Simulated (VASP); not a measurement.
# Sn: single point with PBEsol

Crystal: Sn.

```
Sn
1.0
    -1.53242    1.53238    2.26710
     1.53242   -1.53238    2.26710
     1.53242    1.53238   -2.26710
Sn
1
Direct
  0.00000 0.00000 0.00000
```

```json
{
 "Program": "VASP 6.6.1",
 "Task": "single point",
 "Functional": "PBEsol",
 "Potentials or basis": "VASP PAW PBE potentials, release 64 (Sn_d)",
 "Cutoff": "520 eV",
 "k mesh": "11 × 11 × 11",
 "Occupations": "fermi-dirac, width 0.05 eV",
 "Spin": "no spin polarisation",
 "Dipole correction": "no",
 "Further INCAR settings": "ALGO = Normal; EDIFF = 1e-06; NBANDS = 13"
}
```

```
Pressure               : 20.0 GPa
Band gap on the k mesh : zero (bands 7 and 8 overlap by 12.47 eV)
```

Levels at points of the mesh, in eV from the Fermi level:
| k point | band 4 | band 5 | band 6 | band 7 | band 8 | band 9 | band 10 | band 11 |
| --- | --- | --- | --- | --- | --- | --- | --- | --- |
| (0.00, 0.00, 0.00) | -21.53 | -21.46 | -13.17 | 9.81 | 9.81 | 9.94 | 10.81 | 13.50 |

It took 17 s on 1 thread of Intel(R) Xeon(R) 6975P-C (Granite Rapids), with other jobs on the host, peak memory 0.18 GiB.

Caveat: the cell stands under pressure; the PAW data sets were made with another functional, which shifts forces and pressure a little; spin-orbit coupling is left out, which moves the levels of the heavy elements.
